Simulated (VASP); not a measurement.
# BiTe (R-3m) in VASP: settings compared

Aim: see how the results for BiTe move with the level of theory and the settings. Levels: LDA, PBE, PBE+D3(BJ). Tasks: single point, relaxation of cell and atoms.

Program: VASP 6.6.1. These are calculated values, not measurements. Logs are shortened: lines on timing, memory, paths and dates and some standing lists are left out, and cuts for length are marked.

## 1. The cell of the first run

Symmetry: R-3m, No. 166, trigonal system. The conventional cell has a = 4.845 Å, b = 4.845 Å, c = 9.952 Å, α = 90.00°, β = 90.00°, γ = 120.00°. Bi (site symmetry -3m) has 6 Te at 3.25 Å within 4.3 Å. Te (site symmetry -3m) has 6 Bi at 3.25 Å within 4.3 Å.

## 2. Single point, LDA

Contents of INCAR:

```
ALGO = Normal
EDIFF = 1E-6
ENCUT = 520
ISIF = 2
ISMEAR = -1
LASPH = T
LCHARG = F
LREAL = F
LWAVE = F
NBANDS = 18
NELM = 60
PREC = Accurate
SIGMA = 0.05
```

Contents of KPOINTS:

```
k-points
0
Gamma
  7 7 7
```

Contents of POSCAR:

```
BiTe
1.0
    2.4227077728      1.3987509848      3.3172919545
   -2.4227077728      1.3987509848      3.3172919545
    0.0000000000     -2.7975019696      3.3172919545
Bi Te
1 1
Direct
    0.5000000000      0.5000000000      0.5000000000
    0.0000000000      0.0000000000      0.0000000000
```

Potentials or basis: VASP PAW LDA potentials, release 64 (Bi_d, Te).

Launch:

```
> cat potpaw_LDA.64/Bi_d/POTCAR potpaw_LDA.64/Te/POTCAR > POTCAR
> mpirun -np 1 vasp_std > vasp.out
```

OUTCAR:

```text
EDIFF = 1E-6
   ENCUT = 520
   ISIF = 2
   ISMEAR = -1
   LASPH = T
   LREAL = F
   NELM = 60
   PREC = Accurate

 ion  position               nearest neighbor table
   1  0.500  0.500  0.500-   2 3.25   2 3.25   2 3.25   2 3.25   2 3.25   2 3.25
   2  0.000  0.000  0.000-   1 3.25   1 3.25   1 3.25   1 3.25   1 3.25   1 3.25

  LATTYP: Found a trigonal (rhomboedric) cell.
 ALAT       =     4.3394058558
 COS(alpha) =     0.3765932224

  Lattice vectors:

 A1 = (   2.4227077728,   1.3987509848,   3.3172919545)
 A2 = (  -2.4227077728,   1.3987509848,   3.3172919545)
 A3 = (   0.0000000000,  -2.7975019696,   3.3172919545)

Analysis of symmetry for initial positions (statically):
=====================================================================
 Subroutine PRICEL returns:
 Original cell was already a primitive cell.

 Routine SETGRP: Setting up the symmetry group for a
 trigonal (rhombohedral) supercell.

 Subroutine GETGRP returns: Found 12 space group operations
 (whereof 12 operations were pure point group operations)
 out of a pool of 12 trial point group operations.

The static configuration has the point symmetry D_3d.

Analysis of symmetry for dynamics (positions and initial velocities):
=====================================================================
 Subroutine PRICEL returns:
 Original cell was already a primitive cell.

 Routine SETGRP: Setting up the symmetry group for a
 trigonal (rhombohedral) supercell.

 Subroutine GETGRP returns: Found 12 space group operations
 (whereof 12 operations were pure point group operations)
 out of a pool of 12 trial point group operations.

The dynamic configuration has the point symmetry D_3d.

 Subroutine INISYM returns: Found 12 space group operations
 (whereof 12 operations are pure point group operations),
 and found     1 'primitive' translations

----------------------------------------------------------------------------------------

                                     Primitive cell

  volume of cell :      67.4491

  direct lattice vectors                    reciprocal lattice vectors
     2.422707773  1.398750985  3.317291954     0.206380648  0.119153923  0.100483568
    -2.422707773  1.398750985  3.317291954    -0.206380648  0.119153923  0.100483568
     0.000000000 -2.797501970  3.317291954     0.000000000 -0.238307845  0.100483568

  length of vectors
     4.339405856  4.339405856  4.339405856     0.258626326  0.258626326  0.258626326

  position of ions in fractional coordinates (direct lattice)
     0.500000000  0.500000000  0.500000000
     0.000000000  0.000000000  0.000000000

  ion indices of the primitive-cell ions
   primitive index   ion index
                 1           1
                 2           2

----------------------------------------------------------------------------------------

 KPOINTS: k-points

Automatic generation of k-mesh.
 Grid dimensions read from file:
 generate k-points for:    7    7    7

 Generating k-lattice:

  Cartesian coordinates                     Fractional coordinates (reciprocal lattice)
     0.029482950  0.017021989  0.014354795     0.142857143  0.000000000  0.000000000
    -0.029482950  0.017021989  0.014354795     0.000000000  0.142857143  0.000000000
     0.000000000 -0.034043978  0.014354795     0.000000000  0.000000000  0.142857143

  Length of vectors
     0.036946618  0.036946618  0.036946618

  Shift w.r.t. Gamma in fractional coordinates (k-lattice)
     0.000000000  0.000000000  0.000000000

 Subroutine IBZKPT returns following result:
 ===========================================

 Found     44 irreducible k-points:

 Following reciprocal coordinates:
            Coordinates               Weight
  0.000000  0.000000  0.000000      1.000000
  0.142857 -0.000000  0.000000      6.000000
  0.285714 -0.000000  0.000000      6.000000
  0.428571 -0.000000  0.000000      6.000000
  0.142857  0.142857  0.000000      6.000000
  0.285714  0.142857  0.000000     12.000000
[... 16 lines left out ...]
  0.285714  0.285714  0.142857      6.000000
  0.428571  0.285714  0.142857     12.000000
 [... further k-points ...]
   k-points           NKPTS =     44   k-points in BZ     NKDIM =     44   number of bands    NBANDS=     18
   number of dos      NEDOS =    301   number of ions     NIONS =      2
   total plane-waves  NPLWV =  32768
   dimension x,y,z NGX =    32 NGY =   32 NGZ =   32
   dimension x,y,z NGXF=    64 NGYF=   64 NGZF=   64
   ions per type =               1   1
   NGX,Y,Z   is equivalent  to a cutoff of  12.26, 12.26, 12.26 a.u.
   NGXF,Y,Z  is equivalent  to a cutoff of  24.52, 24.52, 24.52 a.u.
 SYSTEM =  unknown system
   PREC   = accura    normal or accurate (medium, high low for compatibility)
   ISTART =      0    job   : 0-new  1-cont  2-samecut
   ICHARG =      2    charge: 1-file 2-atom 10-const
   ISPIN  =      1    spin polarized calculation?
   LNONCOLLINEAR =      F non collinear calculations
   LSORBIT =      F    spin-orbit coupling
   LASPH  =      T    aspherical Exc in radial PAW
   ENCUT  =  520.0 eV  38.22 Ry    6.18 a.u.   8.07  8.07  8.07*2*pi/ulx,y,z
   NELM   =     60;   NELMIN=  2; NELMDL= -5     # of ELM steps
   EDIFF  = 0.1E-05   stopping-criterion for ELM
   LREAL  =      F    real-space projection
   EDIFFG = 0.1E-04   stopping-criterion for IOM
   NSW    =      0    number of steps for IOM
   IBRION =     -1    ionic relax: 0-MD 1-quasi-New 2-CG
   NFREE  =      0    steps in history (QN), initial steepest desc. (CG)
   ISIF   =      2    stress and relaxation
   ISYM   =      2    0-nonsym 1-usesym 2-fastsym
   POTIM  = 0.5000    time-step for ionic-motion
   TEBEG  =    0.0;   TEEND  =   0.0 temperature during run
   PSTRESS=    0.0 pullay stress
   NELECT =      21.0000    total number of electrons
   NUPDOWN=      -1.0000    fix difference up-down
   EMIN   =  10.00;   EMAX   =-10.00  energy-range for DOS
   EFERMI =   0.00;   METHOD = LEGACY
   ISMEAR =    -1;   SIGMA  =   0.05  broadening in eV -4-tet -1-fermi 0-gaus
   EFERMI_NEDOS =   21; number of points for ismear=-14 and -15
   IALGO  =     38    algorithm
   IMIX   =      4    mixing-type and parameters
     AMIX     =   0.40;   BMIX     =  1.00
     AMIX_MAG =   1.60;   BMIX_MAG =  1.00
  volume/ion in A,a.u.               =      33.72       227.58
  Fermi-wavevector in a.u.,A,eV,Ry     =   1.109573  2.096789 16.750837  1.231152
  Thomas-Fermi vector in A             =   2.246114
   LORBIT       =      0    0 simple, 1 ext, 2 COOP (PROOUT), +10 PAW based schemes
   GGA     = CA    functional components
   LHFCALC =     F    Hartree Fock is set to
   AEXX    =    0.0000 exact exchange contribution
   IVDW    =     0    specifies the selected vdW correction
   LEPSILON=     F    determine dielectric tensor
   LRPA    =     F    only Hartree local field effects (RPA)
 non-spin polarized calculation
  energy-cutoff  :      520.00
  volume of cell :       67.45
 maximum number of plane-waves:      1827
   NGX = 17   NGY = 17   NGZ = 17

 number of electron      20.9999996 magnetization

 Free energy of the ion-electron system (eV)
  ---------------------------------------------------
  ext. energy  EPLUGINS =         0.00000000
  ---------------------------------------------------
  free energy    TOTEN  =        -8.47958531 eV

  energy without entropy =       -8.46745611  energy(sigma->0) =       -8.47352071

 E-fermi :   6.4501     XC(G=0):  -9.7131

 val. band max:        6.4253996597   @ k =  -0.4286   0.2857   0.2857
 cond. band min:       6.5053461216   @ k =   0.2857   0.2857   0.2857
 fundamental gap:      0.0799464619
 Fermi energy:         6.4500723033

 k-point     1 :       0.0000    0.0000    0.0000
  band No.  band energies     occupation
      1     -16.6974      2.00000
      2     -16.6974      2.00000
      3     -16.6828      2.00000
      4     -16.6828      2.00000
      5     -16.6644      2.00000
      6      -7.0312      2.00000
[... 10 lines left out ...]
     17      13.1255      0.00000
     18      13.3776      0.00000

 k-point     2 :       0.1429   -0.0000    0.0000
  band No.  band energies     occupation
      1     -16.6975      2.00000
      2     -16.6971      2.00000
      3     -16.6836      2.00000
      4     -16.6812      2.00000
      5     -16.6640      2.00000
      6      -6.8581      2.00000
[... 10 lines left out ...]
     17      13.6758      0.00000
     18      14.1423      0.00000

 k-point     3 :       0.2857   -0.0000    0.0000
  band No.  band energies     occupation
      1     -16.6979      2.00000
      2     -16.6969      2.00000
      3     -16.6853      2.00000
      4     -16.6780      2.00000
      5     -16.6626      2.00000
      6      -6.3477      2.00000
[... 10 lines left out ...]
     17      15.1174      0.00000
     18      15.9782      0.00000

 k-point     4 :       0.4286   -0.0000    0.0000
  band No.  band energies     occupation
      1     -16.6984      2.00000
      2     -16.6972      2.00000
      3     -16.6861      2.00000
      4     -16.6760      2.00000
      5     -16.6607      2.00000
      6      -5.5352      2.00000
[... 10 lines left out ...]
     17      14.8925      0.00000
     18      16.1830      0.00000

 k-point     5 :       0.1429    0.1429    0.0000
  band No.  band energies     occupation
      1     -16.6986      2.00000
      2     -16.6967      2.00000
      3     -16.6833      2.00000
      4     -16.6798      2.00000
      5     -16.6642      2.00000
      6      -6.7884      2.00000
[... 10 lines left out ...]
     17      13.1863      0.00000
     18      13.6244      0.00000

 k-point     6 :       0.2857    0.1429    0.0000
  band No.  band energies     occupation
      1     -16.6997      2.00000
      2     -16.6964      2.00000
      3     -16.6843      2.00000
      4     -16.6765      2.00000
      5     -16.6631      2.00000
      6      -6.3876      2.00000
[... 307 lines left out ...]
 k-point    21 :      -0.2857    0.1429    0.1429
  band No.  band energies     occupation
      1     -16.6999      2.00000
      2     -16.6958      2.00000
      3     -16.6820      2.00000
      4     -16.6781      2.00000
      5     -16.6625      2.00000
      6      -5.7508      2.00000
[... 10 lines left out ...]
     17      14.8979      0.00000
     18      14.9074      0.00000

 k-point    22 :      -0.1429    0.1429    0.1429
  band No.  band energies     occupation
      1     -16.6993      2.00000
      2     -16.6954      2.00000
      3     -16.6822      2.00000
      4     -16.6808      2.00000
      5     -16.6633      2.00000
      6      -6.4269      2.00000
[... 10 lines left out ...]
     17      14.0627      0.00000
     18      14.4595      0.00000

 k-point    23 :       0.2857    0.2857    0.1429
  band No.  band energies     occupation
      1     -16.7015      2.00000
      2     -16.6981      2.00000
      3     -16.6802      2.00000
      4     -16.6730      2.00000
      5     -16.6646      2.00000
      6      -6.3060      2.00000
[... 10 lines left out ...]
     17      15.1553      0.00000
     18      15.3932      0.00000

 k-point    24 :       0.4286    0.2857    0.1429
  band No.  band energies     occupation
      1     -16.7028      2.00000
      2     -16.6980      2.00000
      3     -16.6806      2.00000
      4     -16.6707      2.00000
      5     -16.6632      2.00000
      6      -5.8194      2.00000
[... 10 lines left out ...]
     17      15.5108      0.00000
     18      16.6798      0.00000

 [... further k-points ...]
[... 5 lines left out ...]
  --------------------------------------------------------------------------------------
  -------------------------------------------------------------------------------------
  Total       -1.4878244     -1.4878244     -1.2768365      0.0000000      0.0000000      0.0000000
  in kB      -35.3415739    -35.3415739    -30.3297970      0.0000000      0.0000000      0.0000000
  external PRESSURE =     -33.6709816 kB  Pullay stress =       0.0000000 kB

 VOLUME and BASIS-vectors are now :
 -----------------------------------------------------------------------------
  energy-cutoff  :      520.00
  volume of cell :       67.45
      direct lattice vectors                 reciprocal lattice vectors
     2.422707773  1.398750985  3.317291954     0.206380648  0.119153923  0.100483568
    -2.422707773  1.398750985  3.317291954    -0.206380648  0.119153923  0.100483568
     0.000000000 -2.797501970  3.317291954     0.000000000 -0.238307845  0.100483568

 POSITION                                       TOTAL-FORCE (eV/Angst)
 -----------------------------------------------------------------------------------
      0.00000      0.00000      4.97594         0.000000      0.000000     -0.000000
      0.00000      0.00000      0.00000         0.000000     -0.000000      0.000000
 -----------------------------------------------------------------------------------
    total drift:                               -0.000000      0.000000     -0.000000

  FREE ENERGIE OF THE ION-ELECTRON SYSTEM (eV)
  ---------------------------------------------------
  free  energy   TOTEN  =        -8.4795853074 eV

  energy  without entropy=       -8.4674561069  energy(sigma->0) =       -8.47352071
```

Run time: 20 s. Hardware: 1 thread of Intel Xeon Platinum 8375C at 2.90GHz (Ice Lake), shared host; peak memory 0.18 GiB.

What came out:

| Item | Value |
| --- | --- |
| Free energy | -8.4796 eV |
| Pressure | -3.4 GPa |

Caveat: spin-orbit coupling is left out, which moves the levels of the heavy elements.

## 3. Single point, PBE

This run uses another cell than the first one, of 33.82 Å³/atom, 1.003 times its volume.

Contents of INCAR:

```
SYSTEM = BiTe
  PREC = Accurate
  ENCUT = 520
  EDIFF = 1E-6
  ISMEAR = -1
  SIGMA = 0.05
  LREAL = .FALSE.
  LASPH = .TRUE.
  NELM = 60
  ALGO = Normal
  ISIF = 2
  LWAVE = .FALSE.
  LCHARG = .TRUE.
  GGA = PE
  LELF = .TRUE.
  LVHAR = .TRUE.
  NBANDS = 18
```

Contents of KPOINTS:

```
Automatic mesh
0
G
  7 7 7
  0 0 0
```

Contents of POSCAR:

```
BiTe
1.0
    2.4262331238      1.4007863471      3.3174183234
   -2.4262331238      1.4007863471      3.3174183234
    0.0000000000     -2.8015726943      3.3174183234
Bi Te
1 1
Direct
    0.5000000000      0.5000000000      0.5000000000
    0.0000000000      0.0000000000      0.0000000000
```

Potentials or basis: VASP PAW PBE potentials, release 64 (Bi_d, Te).

Launch:

```
> cat potpaw_PBE.64/Bi_d/POTCAR potpaw_PBE.64/Te/POTCAR > POTCAR
> mpirun -np 1 vasp_std > vasp.out
```

Wall time 19 s (1 thread of Intel Xeon Platinum 8375C at 2.90GHz (Ice Lake), shared host); peak memory 0.21 GiB.

The run converged. Its results:

* Free energy: -7.1747 eV
* Pressure: -0.1 GPa

Levels at points of the mesh, in eV from the Fermi level:
```
           k point  band 6  band 7  band 8  band 9  band 10  band 11  band 12  band 13  band 14  band 15
(0.00, 0.00, 0.00)  -13.47   -8.30   -2.91   -2.91    -1.60     1.86     2.49     2.49     4.06     4.06
```

Caveat: spin-orbit coupling is left out, which moves the levels of the heavy elements.

## 4. Relaxation of cell and atoms, PBE+D3(BJ)

Contents of INCAR:

```
SYSTEM = BiTe
ALGO = Normal
EDIFF = 1E-7
EDIFFG = -0.01
ENCUT = 600
GGA = PE
IBRION = 2
ISIF = 3
ISMEAR = -1
IVDW = 12
LASPH = .TRUE.
LCHARG = .FALSE.
LREAL = .FALSE.
LWAVE = .FALSE.
NELM = 80
NSW = 60
PREC = Accurate
SIGMA = 0.05
```

Contents of KPOINTS:

```
k-points
0
G
  7 7 7
  0 0 0
```

Contents of POSCAR:

```
BiTe
1.0
    2.4227077728      1.3987509848      3.3172919545
   -2.4227077728      1.3987509848      3.3172919545
    0.0000000000     -2.7975019696      3.3172919545
Bi Te
1 1
Direct
    0.5000000000      0.5000000000      0.5000000000
    0.0000000000      0.0000000000      0.0000000000
```

Launch:

```
> cat potpaw_PBE.64/Bi_d/POTCAR potpaw_PBE.64/Te/POTCAR > POTCAR
> mpirun -np 1 vasp_std > vasp.out
```

Run time: 2.7 min. Hardware: 1 thread of Intel Xeon Platinum 8375C at 2.90GHz (Ice Lake), shared host; peak memory 0.25 GiB.

The run converged. Its results:

| Property | Result |
| --- | --- |
| Free energy | -8.1053 eV |
| Relaxed volume | 32.01 Å³/atom |
| Relaxed cell | a = 4.218 Å, b = 4.218 Å, c = 4.218 Å, α = 69.93°, β = 69.93°, γ = 69.93° |
| Space group after relaxing (to 0.05 Å) | R-3m (No. 166) |
| Energy gained by relaxing | 11.9 meV/atom |
| Ionic steps | 7 |
| Pressure after relaxing | 0.0 GPa |
| Dispersion energy per atom | -0.478 eV |

Step by step:
| step | energy change (eV) | largest force (eV/Å) | pressure (GPa) | volume (Å³) |
| --- | --- | --- | --- | --- |
| 1 | 0.0000 | 0.0000 | -2.09 | 67.45 |
| 2 | -0.0140 | 0.0000 | 1.24 | 63.24 |
| 3 | -0.0192 | 0.0000 | 0.01 | 64.63 |
| 4 | -0.0204 | 0.0000 | 0.01 | 64.54 |
| 5 | -0.0230 | 0.0000 | 0.00 | 64.26 |
| 6 | -0.0226 | 0.0000 | -0.05 | 63.65 |
| 7 | -0.0238 | 0.0000 | -0.02 | 64.01 |

Final structure:
```cif
data_structure
_symmetry_space_group_name_H-M 'P 1'
_symmetry_Int_Tables_number 1
_cell_length_a 4.2181
_cell_length_b 4.2181
_cell_length_c 4.2181
_cell_angle_alpha 69.932
_cell_angle_beta 69.932
_cell_angle_gamma 69.932
_cell_volume 64.01
loop_
_atom_site_label
_atom_site_type_symbol
_atom_site_fract_x
_atom_site_fract_y
_atom_site_fract_z
_atom_site_occupancy
Bi1 Bi 0.50000 0.50000 0.50000 1
Te1 Te 0.00000 0.00000 0.00000 1
```

Levels at points of the mesh, in eV from the Fermi level:
```
           k point  band 6  band 7  band 8  band 9  band 10  band 11  band 12  band 13  band 14
(0.00, 0.00, 0.00)  -13.79   -8.15   -3.09   -3.09    -1.48     2.00     2.81     2.81     3.86
```

Caveat: spin-orbit coupling is left out, which moves the levels of the heavy elements; pairwise dispersion overbinds metals, which lowers pressure and volume.

## 5. Summary

```csv
task,level,potentials or basis,cell,cutoff (eV),gap on the mesh (eV),pressure (GPa)
single point,LDA,"VASP PAW LDA potentials, release 64 (Bi_d, Te)","a = 4.339 Å, angles 67.9°, 2 atoms",520,none,-3.4
single point,PBE,"VASP PAW PBE potentials, release 64 (Bi_d, Te)","a = 4.342 Å, angles 67.9°, 2 atoms",520,none,-0.1
relaxation of cell and atoms,PBE+D3(BJ),"VASP PAW PBE potentials, release 64 (Bi_d, Te)","relaxed from a = 4.339 Å, angles 67.9°, 2 atoms",600,none,0.0
```

Alike in all rows: no spin polarisation; k mesh 7 × 7 × 7; smearing fermi-dirac 0.05 eV.

Caveats: spin-orbit coupling is left out, which moves the levels of the heavy elements; pairwise dispersion overbinds metals, which lowers pressure and volume (some runs).

Absolute energies hang on the potentials; compare differences alone.
